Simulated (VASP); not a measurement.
Si7Ge: single point with PBEsol

The system is Si7Ge.

```
Si Ge
1.0
     5.18622    0.00000    0.00000
     0.00000    5.18622    0.00000
     0.00000    0.00000    5.32270
Si Ge
7 1
Cartesian
  1.3100 1.3100 1.3445
  0.0000 2.5931 2.6613
  2.5931 2.5931 0.0000
  2.5931 0.0000 2.6613
  3.8762 1.3100 3.9782
  3.8762 3.8762 1.3445
  1.3100 3.8762 3.9782
  0.0000 0.0000 0.0000
```

This cell differs from its parent crystal: strain -0.050 along x and y, -0.025 along z.

```yaml
Program: VASP 6.6.1
Task: single point
Functional: PBEsol
Potentials_or_basis: VASP PAW PBE potentials, release 64 (Si, Ge_d)
Cutoff: 520 eV
k_mesh: 6 × 6 × 6
Occupations: gaussian, width 0.03 eV
Spin: no spin polarisation
```

The pressure is 15.2 GPa and the largest force is 0.016 eV/Å. The band gap on the k mesh is zero (filled and empty bands touch).

Forces on the atoms (eV/Å):
```
Si   0.000  0.000 -0.016
Si   0.000  0.000  0.000
Si   0.000  0.000  0.000
Si   0.000  0.000  0.000
Si   0.000  0.000  0.016
Si   0.000  0.000 -0.016
Si   0.000  0.000  0.016
Ge   0.000  0.000  0.000
```

Stress tensor (GPa, compression positive):
```
16.02  0.00  0.00
 0.00 16.02  0.00
 0.00  0.00 13.66
```

Levels at points of the mesh, in eV from the Fermi level:
```tsv
k point	band 18	band 19	band 20	band 21	band 22	band 23	band 24	band 25
(0.00, 0.00, 0.00)	-3.14	-0.17	-0.07	0.00	0.00	0.34	0.34	0.36
(0.50, 0.00, 0.00)	-2.35	-2.30	-2.23	-2.19	0.69	0.88	2.92	2.96
(0.50, 0.50, 0.00)	-1.51	-1.38	-1.32	-1.32	2.42	2.42	2.59	2.69
(0.00, 0.00, 0.50)	-2.15	-2.15	-2.04	-2.04	0.91	1.10	2.89	2.90
(0.50, 0.00, 0.50)	-1.75	-1.61	-1.57	-1.56	2.16	2.16	2.32	2.43
(0.50, 0.50, 0.50)	-1.34	-1.29	-1.14	-1.14	1.33	1.75	1.84	1.84
```

Run time: 3.6 min on 1 thread of AMD EPYC 7R13, with other jobs on the host, peak memory 0.29 GiB.

Caveat: the cell differs from its parent crystal (strain -0.050 along x and y, -0.025 along z); the cell stands under pressure; semilocal functionals underestimate gaps, and a narrow one can read as zero; the PAW data sets were made with another functional, which shifts forces and pressure a little.
